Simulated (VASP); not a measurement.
# BiB (F-43m) in VASP: single point with HSE06

Aim: the single point of BiB with HSE06.

Program: VASP 6.6.1. These are calculated values, not measurements. Logs are shortened: lines on timing, memory, paths and dates and some standing lists are left out, and cuts for length are marked.

## Step 1: The cell of the first run

It takes space group F-43m (No. 216, cubic). The conventional cell has a = 5.490 Å, b = 5.490 Å, c = 5.490 Å, α = 90.00°, β = 90.00°, γ = 90.00°. B (site symmetry -43m) has 4 Bi at 2.38 Å within 3.1 Å. Bi (site symmetry -43m) has 4 B at 2.38 Å within 3.1 Å.

## Step 2: Single point, HSE06

Contents of POSCAR:

```
BiB
1.0
    0.0000000000      2.7448744634      2.7448744634
    2.7448744634      0.0000000000      2.7448744634
    2.7448744634      2.7448744634      0.0000000000
B Bi
1 1
Direct
    0.0000000000      0.0000000000      0.0000000000
    0.2500000000      0.2500000000      0.2500000000
```

Contents of INCAR.step1:

```
ALGO     = Normal         # electronic algorithm
EDIFF    = 1E-5           # SCF threshold, eV
ENCUT    = 520            # plane-wave cutoff, eV
GGA      = PE             # functional
ISIF     = 2              # what is computed and relaxed
ISMEAR   = 0              # smearing method
LASPH    = True           # aspherical terms in the spheres
LCHARG   = False          # write CHGCAR
LREAL    = False          # projectors in reciprocal space
LWAVE    = True           # write WAVECAR
NBANDS   = 16             # bands
NELM     = 100            # most SCF steps
PREC     = Accurate       # precision mode
SIGMA    = 0.01           # smearing width, eV
```

Contents of INCAR.step2:

```
ALGO     = Normal         # electronic algorithm
EDIFF    = 1E-7           # SCF threshold, eV
ENCUT    = 520            # plane-wave cutoff, eV
GGA      = PE             # functional
HFSCREEN = 0.2079         # screening, 1/A
ISIF     = 2              # what is computed and relaxed
ISMEAR   = 0              # smearing method
ISTART   = 1            
LASPH    = True           # aspherical terms in the spheres
LCHARG   = False          # write CHGCAR
LHFCALC  = True           # exact exchange
LREAL    = False          # projectors in reciprocal space
LWAVE    = False          # write WAVECAR
NBANDS   = 16             # bands
NELM     = 100            # most SCF steps
PREC     = Accurate       # precision mode
PRECFOCK = Normal       
SIGMA    = 0.01           # smearing width, eV
```

Contents of KPOINTS:

```
k-points
0
Gamma
  6 6 6
```

Potentials or basis: VASP PAW PBE potentials, release 64 (B, Bi_d).

Started as:

```bash
cat potpaw_PBE.64/B/POTCAR potpaw_PBE.64/Bi_d/POTCAR > POTCAR
cp INCAR.step1 INCAR
mpirun -np 1 vasp_std > vasp.out
cp INCAR.step2 INCAR
mpirun -np 1 vasp_std > vasp.out
```

OUTCAR:

```text
EDIFF = 1E-7
   ENCUT = 520
   GGA = PE
   HFSCREEN = 0.2079
   ISIF = 2
   ISMEAR = 0
   ISTART = 1
   LASPH = True
   LHFCALC = True
   LREAL = False
   NELM = 100
   PREC = Accurate
   PRECFOCK = Normal

 ion  position               nearest neighbor table
   1  0.000  0.000  0.000-   2 2.38   2 2.38   2 2.38   2 2.38
   2  0.250  0.250  0.250-   1 2.38   1 2.38   1 2.38   1 2.38

  LATTYP: Found a face centered cubic cell.
 ALAT       =     5.4897489268

  Lattice vectors:

 A1 = (   0.0000000000,   2.7448744634,   2.7448744634)
 A2 = (   2.7448744634,   0.0000000000,   2.7448744634)
 A3 = (   2.7448744634,   2.7448744634,   0.0000000000)

Analysis of symmetry for initial positions (statically):
=====================================================================
 Subroutine PRICEL returns:
 Original cell was already a primitive cell.

 Routine SETGRP: Setting up the symmetry group for a
 face centered cubic supercell.

 Subroutine GETGRP returns: Found 24 space group operations
 (whereof 24 operations were pure point group operations)
 out of a pool of 48 trial point group operations.

The static configuration has the point symmetry T_d .

Analysis of symmetry for dynamics (positions and initial velocities):
=====================================================================
 Subroutine PRICEL returns:
 Original cell was already a primitive cell.

 Routine SETGRP: Setting up the symmetry group for a
 face centered cubic supercell.

 Subroutine GETGRP returns: Found 24 space group operations
 (whereof 24 operations were pure point group operations)
 out of a pool of 48 trial point group operations.

The dynamic configuration has the point symmetry T_d .

 Subroutine INISYM returns: Found 24 space group operations
 (whereof 24 operations are pure point group operations),
 and found     1 'primitive' translations

----------------------------------------------------------------------------------------

                                     Primitive cell

  volume of cell :      41.3616

  direct lattice vectors                    reciprocal lattice vectors
     0.000000000  2.744874463  2.744874463    -0.182157693  0.182157693  0.182157693
     2.744874463  0.000000000  2.744874463     0.182157693 -0.182157693  0.182157693
     2.744874463  2.744874463  0.000000000     0.182157693  0.182157693 -0.182157693

  length of vectors
     3.881838693  3.881838693  3.881838693     0.315506379  0.315506379  0.315506379

  position of ions in fractional coordinates (direct lattice)
     0.000000000  0.000000000  0.000000000
     0.250000000  0.250000000  0.250000000

  ion indices of the primitive-cell ions
   primitive index   ion index
                 1           1
                 2           2

----------------------------------------------------------------------------------------

 KPOINTS: k-points

Automatic generation of k-mesh.
 Grid dimensions read from file:
 generate k-points for:    6    6    6

 Generating k-lattice:

  Cartesian coordinates                     Fractional coordinates (reciprocal lattice)
    -0.030359616  0.030359616  0.030359616     0.166666667  0.000000000  0.000000000
     0.030359616 -0.030359616  0.030359616     0.000000000  0.166666667  0.000000000
     0.030359616  0.030359616 -0.030359616     0.000000000  0.000000000  0.166666667

  Length of vectors
     0.052584397  0.052584397  0.052584397

  Shift w.r.t. Gamma in fractional coordinates (k-lattice)
     0.000000000  0.000000000  0.000000000

 Subroutine IBZKPT returns following result:
 ===========================================

 Found     16 irreducible k-points:

 Following reciprocal coordinates:
            Coordinates               Weight
  0.000000  0.000000  0.000000      1.000000
  0.166667  0.000000  0.000000      8.000000
  0.333333  0.000000  0.000000      8.000000
  0.500000  0.000000  0.000000      4.000000
  0.166667  0.166667  0.000000      6.000000
  0.333333  0.166667  0.000000     24.000000
[... 8 lines left out ...]
 -0.333333  0.333333  0.166667     24.000000
 -0.333333  0.500000  0.166667     12.000000
   k-points           NKPTS =     16   k-points in BZ     NKDIM =    216   number of bands    NBANDS=     16
   number of dos      NEDOS =    301   number of ions     NIONS =      2
   total plane-waves  NPLWV =  27000
   dimension x,y,z NGX =    30 NGY =   30 NGZ =   30
   dimension x,y,z NGXF=    60 NGYF=   60 NGZF=   60
   ions per type =               1   1
   NGX,Y,Z   is equivalent  to a cutoff of  12.85, 12.85, 12.85 a.u.
   NGXF,Y,Z  is equivalent  to a cutoff of  25.70, 25.70, 25.70 a.u.
 SYSTEM =  unknown system
   PREC   = accura    normal or accurate (medium, high low for compatibility)
   ISTART =      1    job   : 0-new  1-cont  2-samecut
   ICHARG =      0    charge: 1-file 2-atom 10-const
   ISPIN  =      1    spin polarized calculation?
   LNONCOLLINEAR =      F non collinear calculations
   LSORBIT =      F    spin-orbit coupling
   LASPH  =      T    aspherical Exc in radial PAW
   ENCUT  =  520.0 eV  38.22 Ry    6.18 a.u.   7.22  7.22  7.22*2*pi/ulx,y,z
   NELM   =    100;   NELMIN=  2; NELMDL=  0     # of ELM steps
   EDIFF  = 0.1E-06   stopping-criterion for ELM
   LREAL  =      F    real-space projection
   EDIFFG = 0.1E-05   stopping-criterion for IOM
   NSW    =      0    number of steps for IOM
   IBRION =     -1    ionic relax: 0-MD 1-quasi-New 2-CG
   NFREE  =      0    steps in history (QN), initial steepest desc. (CG)
   ISIF   =      2    stress and relaxation
   ISYM   =      3    0-nonsym 1-usesym 2-fastsym
   POTIM  = 0.5000    time-step for ionic-motion
   TEBEG  =    0.0;   TEEND  =   0.0 temperature during run
   PSTRESS=    0.0 pullay stress
   NELECT =      18.0000    total number of electrons
   NUPDOWN=      -1.0000    fix difference up-down
   EMIN   =  10.00;   EMAX   =-10.00  energy-range for DOS
   EFERMI =   0.00;   METHOD = LEGACY
   ISMEAR =     0;   SIGMA  =   0.01  broadening in eV -4-tet -1-fermi 0-gaus
   EFERMI_NEDOS =   21; number of points for ismear=-14 and -15
   IALGO  =     38    algorithm
   IMIX   =      1    mixing-type and parameters
     AMIX     =   0.40;   BMIX     =  1.00
     AMIX_MAG =   1.60;   BMIX_MAG =  1.00
  volume/ion in A,a.u.               =      20.68       139.56
  Fermi-wavevector in a.u.,A,eV,Ry     =   1.240604  2.344402 20.940704  1.539098
  Thomas-Fermi vector in A             =   2.375038
   LORBIT       =      0    0 simple, 1 ext, 2 COOP (PROOUT), +10 PAW based schemes
   GGA     = PE    functional components
   LHFCALC =     T    Hartree Fock is set to
   PRECFOCK=normal    Normal, Fast or Accurate (Low or Medium for compatibility)
   ENCUT4O =  -1.0   cutoff for four orbital integrals eV
   NKREDX  =     1    reduce k-point grid by
   NKREDY  =     1    reduce k-point grid by
   NKREDZ  =     1    reduce k-point grid by
   AEXX    =    0.2500 exact exchange contribution
   HFSCREEN=    0.2079 screening length (either q_TF or 0.3 A-1)
   HFSCREENC=   0.2079 screening length for correlation (either q_TF or 0.3 A-1)
   ENCUTFOCK=  -1.0 apply spherical cutoff to Coloumb kernel
   IVDW    =     0    specifies the selected vdW correction
   LEPSILON=     F    determine dielectric tensor
   LRPA    =     F    only Hartree local field effects (RPA)
 non-spin polarized calculation
 Gauss-broadening in eV      SIGMA  =   0.01
  energy-cutoff  :      520.00
  volume of cell :       41.36
 maximum number of plane-waves:      1139
 NGX is ok and might be reduce to    30
  NGX = 24; NGY = 24; NGZ = 24

 number of electron      17.9999997 magnetization

 Free energy of the ion-electron system (eV)
  ---------------------------------------------------
  ext. energy  EPLUGINS =         0.00000000
  ---------------------------------------------------
  free energy    TOTEN  =       -10.40898400 eV

  energy without entropy =      -10.40898400  energy(sigma->0) =      -10.40898400

 E-fermi :   6.9231     XC(G=0):  -8.3238

 val. band max:        6.8585124027   @ k =   0.0000   0.0000   0.0000
 cond. band min:       7.7559385969   @ k =   0.0000   0.0000   0.0000
 fundamental gap:      0.8974261942
 Fermi energy:         6.9231217054

 k-point     1 :       0.0000    0.0000    0.0000
  band No.  band energies     occupation
      1     -18.2156      2.00000
      2     -18.2156      2.00000
      3     -18.2156      2.00000
      4     -18.1203      2.00000
      5     -18.1203      2.00000
      6      -8.6688      2.00000
[... 8 lines left out ...]
     15      18.3258      0.00000
     16      18.3258      0.00000

 k-point     2 :       0.1667    0.0000    0.0000
  band No.  band energies     occupation
      1     -18.2141      2.00000
      2     -18.2050      2.00000
      3     -18.2050      2.00000
      4     -18.1194      2.00000
      5     -18.1194      2.00000
      6      -8.2741      2.00000
[... 8 lines left out ...]
     15      17.1006      0.00000
     16      17.1006      0.00000

 k-point     3 :       0.3333    0.0000    0.0000
  band No.  band energies     occupation
      1     -18.2119      2.00000
      2     -18.1910      2.00000
      3     -18.1910      2.00000
      4     -18.1102      2.00000
      5     -18.1102      2.00000
      6      -7.1992      2.00000
[... 8 lines left out ...]
     15      17.5843      0.00000
     16      17.5843      0.00000

 k-point     4 :       0.5000    0.0000    0.0000
  band No.  band energies     occupation
      1     -18.2111      2.00000
      2     -18.1881      2.00000
      3     -18.1881      2.00000
      4     -18.1014      2.00000
      5     -18.1014      2.00000
      6      -6.3174      2.00000
[... 8 lines left out ...]
     15      19.1268      0.00000
     16      19.1268      0.00000
[... 172 lines left out ...]
 k-point    14 :       0.5000    0.3333    0.1667
  band No.  band energies     occupation
      1     -18.2237      2.00000
      2     -18.1735      2.00000
      3     -18.1517      2.00000
      4     -18.1317      2.00000
      5     -18.1012      2.00000
      6      -6.2964      2.00000
[... 8 lines left out ...]
     15      19.3736      0.00000
     16      19.9580      0.00000

 k-point    15 :      -0.3333    0.3333    0.1667
  band No.  band energies     occupation
      1     -18.2121      2.00000
      2     -18.1782      2.00000
      3     -18.1447      2.00000
      4     -18.1252      2.00000
      5     -18.1055      2.00000
      6      -5.5416      2.00000
[... 8 lines left out ...]
     15      19.0411      0.00000
     16      20.4450      0.00000

 k-point    16 :      -0.3333    0.5000    0.1667
  band No.  band energies     occupation
      1     -18.2307      2.00000
      2     -18.1548      2.00000
      3     -18.1492      2.00000
      4     -18.1229      2.00000
      5     -18.0997      2.00000
      6      -5.1685      2.00000
[... 8 lines left out ...]
     15      20.0905      0.00000
     16      21.0828      0.00000

------------------------ aborting loop because EDIFF is reached ----------------------------------------

  FORCE on cell =-STRESS in cart. coord.  units (eV):
  Direction    XX          YY          ZZ          XY          YZ          ZX
  --------------------------------------------------------------------------------------
  -------------------------------------------------------------------------------------
  Total       -0.4637740     -0.4637740     -0.4637740      0.0000000      0.0000000      0.0000000
  in kB      -17.9646827    -17.9646827    -17.9646827      0.0000000      0.0000000      0.0000000
  external PRESSURE =     -17.9646827 kB  Pullay stress =       0.0000000 kB

 VOLUME and BASIS-vectors are now :
 -----------------------------------------------------------------------------
  energy-cutoff  :      520.00
  volume of cell :       41.36
      direct lattice vectors                 reciprocal lattice vectors
     0.000000000  2.744874463  2.744874463    -0.182157693  0.182157693  0.182157693
     2.744874463  0.000000000  2.744874463     0.182157693 -0.182157693  0.182157693
     2.744874463  2.744874463  0.000000000     0.182157693  0.182157693 -0.182157693

 POSITION                                       TOTAL-FORCE (eV/Angst)
 -----------------------------------------------------------------------------------
      0.00000      0.00000      0.00000        -0.000000     -0.000000     -0.000000
      1.37244      1.37244      1.37244         0.000000      0.000000      0.000000
 -----------------------------------------------------------------------------------
    total drift:                                0.000001      0.000002      0.000001

  FREE ENERGIE OF THE ION-ELECTRON SYSTEM (eV)
  ---------------------------------------------------
  free  energy   TOTEN  =       -10.4089839953 eV

  energy  without entropy=      -10.4089839953  energy(sigma->0) =      -10.40898400
```

It took 1.7 h on 1 thread of Intel Xeon 8259CL, shared host; peak memory 0.29 GiB.

Results:

| Quantity | Value |
| --- | --- |
| Free energy | -10.4090 eV |
| Pressure | -1.8 GPa |
| Band gap on the k mesh | 0.90 eV |

Caveat: the structure was generated, so it needn't be the stable form of BiB; the PAW data sets were made with another functional, which shifts forces and pressure a little; spin-orbit coupling is left out, which moves the levels of the heavy elements. A k mesh can miss the band edges.
